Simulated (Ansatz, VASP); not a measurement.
## NaH13O7 in VASP and in Ansatz

```xyz
21
Lattice="6.0732 0.0000 0.0000 0.0000 6.0732 0.0000 0.0000 0.0000 6.0732" Properties=species:S:1:pos:R:3 pbc="T T T"
O     1.8163    2.1657    2.9060
O     6.1969    2.6325    6.0770
O     0.5248    6.1286    4.2416
O     2.5074    3.9217    0.8411
O     5.9944    4.9826    1.7308
O     4.0152    7.1218    5.8142
O     3.5367   -0.1597    2.0202
H     1.8990    2.8538    2.1859
H     2.5737    1.5610    2.7166
H     6.5916    2.9251    5.2354
H     5.3497    2.1695    5.8395
H     0.7909    6.9391    3.7507
H     0.3796    5.4904    3.5032
H     3.1625    3.4256    0.3237
H     3.0187    4.6518    1.3795
H     5.0295    5.2664    1.8392
H     6.0192    4.1204    1.2540
H     3.9963    6.7786    6.7594
H     4.6100    6.5077    5.3336
H     3.3844   -0.2671    2.9711
Na    1.4541    0.1616    0.4010
```

Alike in both runs: functional PBE; dispersion D3(BJ); k mesh 1 × 1 × 1; occupations fermi-dirac, width 0.02 eV; no spin polarisation.

Ansatz relaxed the structure, and its values are those at the end. VASP's run is a single point on that final structure, the one shown.

|  | VASP | Ansatz |
| --- | --- | --- |
| version | VASP 6.6.1 | Ansatz 0.2.0 |
| potentials or method | VASP PAW PBE potentials, release 64 (O, H, Na_pv), cutoff 520 eV | scalar-relativistic, plane waves, PAW |
| valence electrons in the cell | 62 | 64 |

```csv
,VASP,Ansatz,Ansatz less VASP
gap on the k mesh at the Fermi level (eV),4.14,4.14,-0.001
rms of the force components (eV/Å),0.079,0.096,+0.0172
```

VASP's potentials hold 62 valence electrons a cell and Ansatz's 64, so a difference there can come from the potentials and not from the codes. Ansatz's warnings: xc potential rough in thin density.
